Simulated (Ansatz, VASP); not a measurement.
**One calculation of FeO, two programs**

The input INCAR:

```
SYSTEM = FeO
ALGO = Normal
EDIFF = 1E-6
ENCUT = 520
GGA = PE
ISIF = 2
ISMEAR = 0
ISPIN = 2
LASPH = .True.
LCHARG = .False.
LDAU = .True.
LDAUJ = 0 0
LDAUL = 2 -1
LDAUPRINT = 1
LDAUTYPE = 2
LDAUU = 3 0
LMAXMIX = 4
LORBIT = 11
LREAL = .False.
LWAVE = .False.
MAGMOM = 3.78 -3.78 -0.07 0.07
NBANDS = 26
NELM = 150
PREC = Accurate
SIGMA = 0.05
```

The input KPOINTS:

```
k-points
0
Gamma
  8 8 8
  0 0 0
```

Contents of POSCAR:

```
FeO
1.0
    1.5176821100      0.8762341800      2.5157945800
   -1.5176821100     -0.8762341700      5.0315891600
    0.0000000000     -3.5049367000      5.0315891600
Fe O
2 2
Direct
    0.0000000000      0.0000000000      0.0000000000
    0.0000000000      0.0000000000      0.5000000000
    0.5000000000      0.5000000000      0.0000000000
    0.5000000000      0.5000000000      0.5000000000
```

Input for Ansatz:

```yaml
crystal:
  lattice:
    - [1.51768211, 0.87623418, 2.51579458]
    - [-1.51768211, -0.87623417, 5.03158916]
    - [0.0, -3.5049367, 5.03158916]
  atoms:
    - { symbol: Fe, position: [0.0, 0.0, 0.0], spin: 4.0 }
    - { symbol: O, position: [0.5, 0.5, 0.0] }
    - { symbol: Fe, position: [0.0, 0.0, 0.5], spin: -4.0 }
    - { symbol: O, position: [0.5, 0.5, 0.5] }
basis:
  ecutwfc: 420
  ecutrho_ratio: 4
kpoints:
  mp_grid: { grid: [8, 8, 8] }
hamiltonian:
  xc: pbe
  hubbard:
    sites:
      - { site: 0, l: d, u_eff: 3.0, starting_ns: [{ spin: up, occupation_matrix: s0up }, { spin: down, occupation_matrix: s0down }] }
      - { site: 2, l: d, u_eff: 3.0, starting_ns: [{ spin: up, occupation_matrix: s2up }, { spin: down, occupation_matrix: s2down }] }
    occupation_matrices:
      s0up:
        matrix:
          - [0.97, 0.0, 0.0, 0.0, 0.0]
          - [0.0, 0.97, 0.0, 0.0, 0.0]
          - [0.0, 0.0, 0.97, 0.0, 0.0]
          - [0.0, 0.0, 0.0, 0.97, 0.0]
          - [0.0, 0.0, 0.0, 0.0, 0.97]
      s0down:
        matrix:
          - [0.06157, 0.04948, -0.09501, 0.04948, 0.15439]
          - [0.04948, 0.07891, -0.11311, 0.05891, 0.1838]
          - [-0.09501, -0.11311, 0.23716, -0.11311, -0.35289]
          - [0.04948, 0.05891, -0.11311, 0.07891, 0.1838]
          - [0.15439, 0.1838, -0.35289, 0.1838, 0.59345]
      s2up:
        matrix:
          - [0.06157, 0.04948, -0.09501, 0.04948, 0.15439]
          - [0.04948, 0.07891, -0.11311, 0.05891, 0.1838]
          - [-0.09501, -0.11311, 0.23716, -0.11311, -0.35289]
          - [0.04948, 0.05891, -0.11311, 0.07891, 0.1838]
          - [0.15439, 0.1838, -0.35289, 0.1838, 0.59345]
      s2down:
        matrix:
          - [0.97, 0.0, 0.0, 0.0, 0.0]
          - [0.0, 0.97, 0.0, 0.0, 0.0]
          - [0.0, 0.0, 0.97, 0.0, 0.0]
          - [0.0, 0.0, 0.0, 0.97, 0.0]
          - [0.0, 0.0, 0.0, 0.0, 0.97]
    ns_hold: { iters: 12 }
scf:
  occupations: { method: gaussian, width: 0.05 }
  lower_state_search: "off"
  max_iter: 150
output:
  forces: true
  stress: true
  eigenvalues: true
  populations: true
  hubbard: { sites: [{ site: 0, l: d }, { site: 2, l: d }] }
magnetization:
  spin_polarized: true
```

Alike in both runs: task single point; functional PBE; k mesh 8 × 8 × 8; occupations gaussian, width 0.05 eV; collinear spin; Hubbard terms Fe d U = 3.0 eV.

|  | VASP | Ansatz |
| --- | --- | --- |
| version | VASP 6.6.1 | Ansatz 0.2.0 |
| potentials or method | VASP PAW PBE potentials, release 64 (Fe, O), cutoff 520 eV | scalar-relativistic, plane waves, PAW |
| valence electrons in the cell | 28 | 44 |

VASP gave:

```
pressure (GPa)                                                : 4.0
net moment per atom (μB)                                      : 0.00
size of the moment on the site where the two differ most (μB) : 3.72
```

Task: Which values does Ansatz return?

Result: Pressure (GPa): 10.1; net moment per atom (μB): 0.00; size of the moment on the site where the two differ most (μB): 3.44.

Site moments also hang on the region over which each program counts them. The programs project onto different local orbitals, so the same U acts differently, and such runs can settle in different states. VASP's potentials hold 28 valence electrons a cell and Ansatz's 44, so a difference there can come from the potentials and not from the codes. Ansatz's warnings: specified occupation not kept, symmetry narrowed by occupation matrices.
